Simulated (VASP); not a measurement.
# InP (F-43m) in VASP: a series of runs

InP is run at these levels: r2SCAN; tasks: single point.

Everything below comes from runs of VASP 6.6.1. Logs are shortened: lines on timing, memory, paths and dates and some standing lists are left out, and cuts for length are marked.

## (1) The cell of the first run

Symmetry: F-43m, No. 216, cubic system. Conventional cell: a = 5.854 Å, b = 5.854 Å, c = 5.854 Å, α = 90.00°, β = 90.00°, γ = 90.00°. Within 3.3 Å of In (site symmetry -43m) lie 4 P at 2.53 Å. Within 3.3 Å of P (site symmetry -43m) lie 4 In at 2.53 Å.

## (2) Single point, r2SCAN

Contents of POSCAR:

```
InP
1.0
    0.0000000000      2.9269273632      2.9269273632
    2.9269273632      0.0000000000      2.9269273632
    2.9269273632      2.9269273632      0.0000000000
In P
1 1
Direct
    0.0000000000      0.0000000000      0.0000000000
    0.7500000000      0.7500000000      0.7500000000
```

Contents of INCAR.step1:

```
SYSTEM = InP
PREC = Accurate ; ENCUT = 550
ISMEAR = 0 ; SIGMA = 0.01
LREAL = .FALSE. ; LASPH = .TRUE.
NELM = 120 ; NBANDS = 16
GGA = PE ; ALGO = Normal
EDIFF = 1E-5 ; LWAVE = .TRUE.
LCHARG = .FALSE. ; GGA_COMPAT = .FALSE.
```

Contents of INCAR.step2:

```
SYSTEM = InP
PREC = Accurate ; ENCUT = 550
EDIFF = 1E-6 ; ISMEAR = 0
SIGMA = 0.01 ; LREAL = .FALSE.
LASPH = .TRUE. ; NELM = 120
ALGO = Normal ; ISIF = 2
LWAVE = .FALSE. ; LCHARG = .TRUE.
METAGGA = R2SCAN ; LMIXTAU = .TRUE.
LELF = .TRUE. ; LVHAR = .TRUE.
NBANDS = 16 ; ISTART = 1
GGA_COMPAT = .FALSE.
```

Contents of KPOINTS:

```
regular mesh
0
G
  8 8 8
  0 0 0
```

Potentials or basis: VASP PAW PBE potentials, release 64 (In_d, P).

Started as:

```bash
$ cat potpaw_PBE.64/In_d/POTCAR potpaw_PBE.64/P/POTCAR > POTCAR
$ cp INCAR.step1 INCAR
$ mpirun -np 1 vasp_std > vasp.out
$ cp INCAR.step2 INCAR
$ mpirun -np 1 vasp_std > vasp.out
```

OUTCAR:

```text
SYSTEM = InP
   PREC = Accurate
   ENCUT = 550
   EDIFF = 1E-6
   ISMEAR = 0
   LREAL = .FALSE.
   LASPH = .TRUE.
   NELM = 120
   ISIF = 2
   METAGGA = R2SCAN
   ISTART = 1

 ion  position               nearest neighbor table
   1  0.000  0.000  0.000-   2 2.53   2 2.53   2 2.53   2 2.53
   2  0.750  0.750  0.750-   1 2.53   1 2.53   1 2.53   1 2.53

  LATTYP: Found a face centered cubic cell.
 ALAT       =     5.8538547264

  Lattice vectors:

 A1 = (   0.0000000000,   2.9269273632,   2.9269273632)
 A2 = (   2.9269273632,   0.0000000000,   2.9269273632)
 A3 = (   2.9269273632,   2.9269273632,   0.0000000000)

Analysis of symmetry for initial positions (statically):
=====================================================================
 Subroutine PRICEL returns:
 Original cell was already a primitive cell.

 Routine SETGRP: Setting up the symmetry group for a
 face centered cubic supercell.

 Subroutine GETGRP returns: Found 24 space group operations
 (whereof 24 operations were pure point group operations)
 out of a pool of 48 trial point group operations.

The static configuration has the point symmetry T_d .

Analysis of symmetry for dynamics (positions and initial velocities):
=====================================================================
 Subroutine PRICEL returns:
 Original cell was already a primitive cell.

 Routine SETGRP: Setting up the symmetry group for a
 face centered cubic supercell.

 Subroutine GETGRP returns: Found 24 space group operations
 (whereof 24 operations were pure point group operations)
 out of a pool of 48 trial point group operations.

The dynamic configuration has the point symmetry T_d .

 Subroutine INISYM returns: Found 24 space group operations
 (whereof 24 operations are pure point group operations),
 and found     1 'primitive' translations

----------------------------------------------------------------------------------------

                                     Primitive cell

  volume of cell :      50.1494

  direct lattice vectors                    reciprocal lattice vectors
     0.000000000  2.926927363  2.926927363    -0.170827608  0.170827608  0.170827608
     2.926927363  0.000000000  2.926927363     0.170827608 -0.170827608  0.170827608
     2.926927363  2.926927363  0.000000000     0.170827608  0.170827608 -0.170827608

  length of vectors
     4.139300373  4.139300373  4.139300373     0.295882096  0.295882096  0.295882096

  position of ions in fractional coordinates (direct lattice)
     0.000000000  0.000000000  0.000000000
     0.750000000  0.750000000  0.750000000

  ion indices of the primitive-cell ions
   primitive index   ion index
                 1           1
                 2           2

----------------------------------------------------------------------------------------

 KPOINTS: regular mesh

Automatic generation of k-mesh.
 Grid dimensions read from file:
 generate k-points for:    8    8    8

 Generating k-lattice:

  Cartesian coordinates                     Fractional coordinates (reciprocal lattice)
    -0.021353451  0.021353451  0.021353451     0.125000000  0.000000000  0.000000000
     0.021353451 -0.021353451  0.021353451     0.000000000  0.125000000  0.000000000
     0.021353451  0.021353451 -0.021353451     0.000000000  0.000000000  0.125000000

  Length of vectors
     0.036985262  0.036985262  0.036985262

  Shift w.r.t. Gamma in fractional coordinates (k-lattice)
     0.000000000  0.000000000  0.000000000

 Subroutine IBZKPT returns following result:
 ===========================================

 Found     29 irreducible k-points:

 Following reciprocal coordinates:
            Coordinates               Weight
  0.000000  0.000000  0.000000      1.000000
  0.125000  0.000000  0.000000      8.000000
  0.250000  0.000000  0.000000      8.000000
  0.375000  0.000000  0.000000      8.000000
  0.500000  0.000000  0.000000      4.000000
  0.125000  0.125000  0.000000      6.000000
[... 16 lines left out ...]
  0.500000  0.250000  0.125000     48.000000
 -0.375000  0.250000  0.125000     24.000000
 [... further k-points ...]
   k-points           NKPTS =     29   k-points in BZ     NKDIM =     29   number of bands    NBANDS=     16
   number of dos      NEDOS =    301   number of ions     NIONS =      2
   total plane-waves  NPLWV =  32768
   dimension x,y,z NGX =    32 NGY =   32 NGZ =   32
   dimension x,y,z NGXF=    64 NGYF=   64 NGZF=   64
   ions per type =               1   1
   NGX,Y,Z   is equivalent  to a cutoff of  12.85, 12.85, 12.85 a.u.
   NGXF,Y,Z  is equivalent  to a cutoff of  25.70, 25.70, 25.70 a.u.
 SYSTEM =  InP
   PREC   = accura    normal or accurate (medium, high low for compatibility)
   ISTART =      1    job   : 0-new  1-cont  2-samecut
   ICHARG =      0    charge: 1-file 2-atom 10-const
   ISPIN  =      1    spin polarized calculation?
   LNONCOLLINEAR =      F non collinear calculations
   LSORBIT =      F    spin-orbit coupling
   LASPH  =      T    aspherical Exc in radial PAW
   ENCUT  =  550.0 eV  40.42 Ry    6.36 a.u.   7.92  7.92  7.92*2*pi/ulx,y,z
   NELM   =    120;   NELMIN=  2; NELMDL=  0     # of ELM steps
   EDIFF  = 0.1E-05   stopping-criterion for ELM
   LREAL  =      F    real-space projection
   EDIFFG = 0.1E-04   stopping-criterion for IOM
   NSW    =      0    number of steps for IOM
   IBRION =     -1    ionic relax: 0-MD 1-quasi-New 2-CG
   NFREE  =      0    steps in history (QN), initial steepest desc. (CG)
   ISIF   =      2    stress and relaxation
   ISYM   =      2    0-nonsym 1-usesym 2-fastsym
   POTIM  = 0.5000    time-step for ionic-motion
   TEBEG  =    0.0;   TEEND  =   0.0 temperature during run
   PSTRESS=    0.0 pullay stress
   NELECT =      18.0000    total number of electrons
   NUPDOWN=      -1.0000    fix difference up-down
   EMIN   =  10.00;   EMAX   =-10.00  energy-range for DOS
   EFERMI =   0.00;   METHOD = LEGACY
   ISMEAR =     0;   SIGMA  =   0.01  broadening in eV -4-tet -1-fermi 0-gaus
   EFERMI_NEDOS =   21; number of points for ismear=-14 and -15
   IALGO  =     38    algorithm
   IMIX   =      4    mixing-type and parameters
     AMIX     =   0.40;   BMIX     =  1.00
     AMIX_MAG =   1.60;   BMIX_MAG =  1.00
  volume/ion in A,a.u.               =      25.07       169.21
  Fermi-wavevector in a.u.,A,eV,Ry     =   1.163439  2.198581 18.416723  1.353591
  Thomas-Fermi vector in A             =   2.299989
   LORBIT       =      0    0 simple, 1 ext, 2 COOP (PROOUT), +10 PAW based schemes
   METAGGA = R2SCAN    functional components
   LHFCALC =     F    Hartree Fock is set to
   AEXX    =    0.0000 exact exchange contribution
   IVDW    =     0    specifies the selected vdW correction
   LEPSILON=     F    determine dielectric tensor
   LRPA    =     F    only Hartree local field effects (RPA)
 non-spin polarized calculation
 Gauss-broadening in eV      SIGMA  =   0.01
  energy-cutoff  :      550.00
  volume of cell :       50.15
 maximum number of plane-waves:      1480
   NGX = 15   NGY = 15   NGZ = 15

 number of electron      18.0000004 magnetization

 Free energy of the ion-electron system (eV)
  ---------------------------------------------------
  ext. energy  EPLUGINS =         0.00000000
  ---------------------------------------------------
  free energy    TOTEN  =       -32.28998996 eV

  energy without entropy =      -32.28998996  energy(sigma->0) =      -32.28998996

 E-fermi :   5.1853     XC(G=0):  -9.8989

 val. band max:        5.0524459742   @ k =   0.0000   0.0000   0.0000
 cond. band min:       6.2432079414   @ k =   0.0000   0.0000   0.0000
 fundamental gap:      1.1907619672
 Fermi energy:         5.1853088663

 k-point     1 :       0.0000    0.0000    0.0000
  band No.  band energies     occupation
      1      -9.6101      2.00000
      2      -9.6101      2.00000
      3      -9.6101      2.00000
      4      -9.4287      2.00000
      5      -9.4287      2.00000
      6      -6.9739      2.00000
[... 8 lines left out ...]
     15      14.9801      0.00000
     16      14.9801      0.00000

 k-point     2 :       0.1250    0.0000    0.0000
  band No.  band energies     occupation
      1      -9.6324      2.00000
      2      -9.6019      2.00000
      3      -9.6019      2.00000
      4      -9.4285      2.00000
      5      -9.4285      2.00000
      6      -6.7840      2.00000
[... 8 lines left out ...]
     15      14.3232      0.00000
     16      14.9959      0.00000

 k-point     3 :       0.2500    0.0000    0.0000
  band No.  band energies     occupation
      1      -9.6827      2.00000
      2      -9.5841      2.00000
      3      -9.5841      2.00000
      4      -9.4259      2.00000
      5      -9.4259      2.00000
      6      -6.2559      2.00000
[... 8 lines left out ...]
     15      14.1033      0.00000
     16      14.7111      0.00000

 k-point     4 :       0.3750    0.0000    0.0000
  band No.  band energies     occupation
      1      -9.7289      2.00000
      2      -9.5701      2.00000
      3      -9.5701      2.00000
      4      -9.4193      2.00000
      5      -9.4193      2.00000
      6      -5.5529      2.00000
[... 8 lines left out ...]
     15      15.1062      0.00000
     16      15.1062      0.00000
[... 324 lines left out ...]
 k-point    22 :       0.3750    0.2500    0.1250
  band No.  band energies     occupation
      1      -9.7259      2.00000
      2      -9.5627      2.00000
      3      -9.5558      2.00000
      4      -9.4450      2.00000
      5      -9.4124      2.00000
      6      -5.8194      2.00000
[... 8 lines left out ...]
     15      15.8234      0.00000
     16      17.3682      0.00000

 k-point    23 :       0.5000    0.2500    0.1250
  band No.  band energies     occupation
      1      -9.7537      2.00000
      2      -9.5553      2.00000
      3      -9.5397      2.00000
      4      -9.4411      2.00000
      5      -9.4122      2.00000
      6      -5.1776      2.00000
[... 8 lines left out ...]
     15      16.5518      0.00000
     16      17.0784      0.00000

 k-point    24 :      -0.3750    0.2500    0.1250
  band No.  band energies     occupation
      1      -9.7638      2.00000
      2      -9.5540      2.00000
      3      -9.5338      2.00000
      4      -9.4351      2.00000
      5      -9.4150      2.00000
      6      -4.8216      2.00000
[... 8 lines left out ...]
     15      16.3554      0.00000
     16      17.0489      0.00000

 [... further k-points ...]

------------------------ aborting loop because EDIFF is reached ----------------------------------------

  FORCE on cell =-STRESS in cart. coord.  units (eV):
  Direction    XX          YY          ZZ          XY          YZ          ZX
  --------------------------------------------------------------------------------------
  -------------------------------------------------------------------------------------
  Total        0.5829708      0.5829708      0.5829708      0.0000000      0.0000000      0.0000000
  in kB       18.6247975     18.6247975     18.6247975      0.0000000      0.0000000      0.0000000
  external PRESSURE =      18.6247975 kB  Pullay stress =       0.0000000 kB

 VOLUME and BASIS-vectors are now :
 -----------------------------------------------------------------------------
  energy-cutoff  :      550.00
  volume of cell :       50.15
      direct lattice vectors                 reciprocal lattice vectors
     0.000000000  2.926927363  2.926927363    -0.170827608  0.170827608  0.170827608
     2.926927363  0.000000000  2.926927363     0.170827608 -0.170827608  0.170827608
     2.926927363  2.926927363  0.000000000     0.170827608  0.170827608 -0.170827608

 POSITION                                       TOTAL-FORCE (eV/Angst)
 -----------------------------------------------------------------------------------
      0.00000      0.00000      0.00000         0.000000      0.000000      0.000000
      4.39039      4.39039      4.39039        -0.000000     -0.000000     -0.000000
 -----------------------------------------------------------------------------------
    total drift:                                0.000000      0.000000     -0.000000

  FREE ENERGIE OF THE ION-ELECTRON SYSTEM (eV)
  ---------------------------------------------------
  free  energy   TOTEN  =       -32.2899899631 eV

  energy  without entropy=      -32.2899899631  energy(sigma->0) =      -32.28998996
```

It took 28 s on 1 thread of Intel Xeon 6975P-C (Granite Rapids), shared host; peak memory 0.19 GiB.

Results:

```
Free energy            : -32.2900 eV
Pressure               : 1.9 GPa
Band gap on the k mesh : 1.19 eV
```

Levels at points of the mesh, in eV from the valence-band top:
```tsv
k point	band 6	band 7	band 8	band 9	band 10	band 11	band 12	band 13
(0.00, 0.00, 0.00)	-12.03	0.00	0.00	0.00	1.19	4.44	4.44	4.44
(0.50, 0.00, 0.00)	-10.21	-5.90	-1.01	-1.01	1.88	5.16	5.16	7.56
(0.50, 0.50, 0.00)	-9.52	-5.89	-2.42	-2.42	2.00	2.55	9.91	10.34
```

Caveat: the PAW data sets were made with another functional, which shifts forces and pressure a little; spin-orbit coupling is left out, which moves the levels of the heavy elements.

## (3) Single point, r2SCAN

This run uses another cell than the first one, of 25.40 Å³/atom.

Contents of POSCAR:

```
InP
1.0
    0.0000000000      2.9396140098      2.9396140098
    2.9396140098      0.0000000000      2.9396140098
    2.9396140098      2.9396140098      0.0000000000
In P
1 1
Direct
    0.0000000000      0.0000000000      0.0000000000
    0.7500000000      0.7500000000      0.7500000000
```

Contents of INCAR.step1:

```
PREC = Accurate
ENCUT = 550
ISMEAR = 0
SIGMA = 0.01
LREAL = False
LASPH = True
NELM = 120
NBANDS = 16
GGA = PE
ALGO = Normal
EDIFF = 1E-5
LWAVE = True
LCHARG = False
GGA_COMPAT = False
```

Contents of INCAR.step2:

```
PREC = Accurate
ENCUT = 550
EDIFF = 1E-6
ISMEAR = 0
SIGMA = 0.01
LREAL = False
LASPH = True
NELM = 120
ALGO = Normal
ISIF = 2
LWAVE = False
LCHARG = False
METAGGA = R2SCAN
LMIXTAU = True
NBANDS = 16
ISTART = 1
GGA_COMPAT = False
```

Contents of KPOINTS:

```
regular mesh
0
Gamma
  8 8 8
```

Potentials or basis: VASP PAW PBE potentials, release 64 (In_d, P).

Started as:

```bash
$ cat potpaw_PBE.64/In_d/POTCAR potpaw_PBE.64/P/POTCAR > POTCAR
$ cp INCAR.step1 INCAR
$ mpirun -np 1 vasp_std > vasp.out
$ cp INCAR.step2 INCAR
$ mpirun -np 1 vasp_std > vasp.out
```

OUTCAR:

```text
PREC = Accurate
   ENCUT = 550
   EDIFF = 1E-6
   ISMEAR = 0
   LREAL = False
   LASPH = True
   NELM = 120
   ISIF = 2
   METAGGA = R2SCAN
   ISTART = 1

 ion  position               nearest neighbor table
   1  0.000  0.000  0.000-   2 2.55   2 2.55   2 2.55   2 2.55
   2  0.750  0.750  0.750-   1 2.55   1 2.55   1 2.55   1 2.55

  LATTYP: Found a face centered cubic cell.
 ALAT       =     5.8792280196

  Lattice vectors:

 A1 = (   0.0000000000,   2.9396140098,   2.9396140098)
[... 642 lines left out ...]
------------------------ aborting loop because EDIFF is reached ----------------------------------------

  FORCE on cell =-STRESS in cart. coord.  units (eV):
  Direction    XX          YY          ZZ          XY          YZ          ZX
  --------------------------------------------------------------------------------------
  -------------------------------------------------------------------------------------
  Total        0.2835881      0.2835881      0.2835881      0.0000000      0.0000000     -0.0000000
  in kB        8.9432984      8.9432984      8.9432984      0.0000000      0.0000000     -0.0000000
  external PRESSURE =       8.9432984 kB  Pullay stress =       0.0000000 kB

 VOLUME and BASIS-vectors are now :
 -----------------------------------------------------------------------------
  energy-cutoff  :      550.00
  volume of cell :       50.80
      direct lattice vectors                 reciprocal lattice vectors
     0.000000000  2.939614010  2.939614010    -0.170090358  0.170090358  0.170090358
     2.939614010  0.000000000  2.939614010     0.170090358 -0.170090358  0.170090358
     2.939614010  2.939614010  0.000000000     0.170090358  0.170090358 -0.170090358

 POSITION                                       TOTAL-FORCE (eV/Angst)
 -----------------------------------------------------------------------------------
      0.00000      0.00000      0.00000         0.000000      0.000000      0.000000
      4.40942      4.40942      4.40942        -0.000000     -0.000000     -0.000000
 -----------------------------------------------------------------------------------
    total drift:                                0.000000      0.000000      0.000000

  FREE ENERGIE OF THE ION-ELECTRON SYSTEM (eV)
  ---------------------------------------------------
  free  energy   TOTEN  =       -32.2957602523 eV

  energy  without entropy=      -32.2957602523  energy(sigma->0) =      -32.29576025
```

Wall time 27 s (1 thread of Intel Xeon 6975P-C (Granite Rapids), shared host); peak memory 0.19 GiB.

Results:

```yaml
Free_energy: -32.2958 eV
Pressure: 0.9 GPa
Band_gap_on_the_k_mesh: 1.11 eV
```

Caveat: the PAW data sets were made with another functional, which shifts forces and pressure a little; spin-orbit coupling is left out, which moves the levels of the heavy elements.
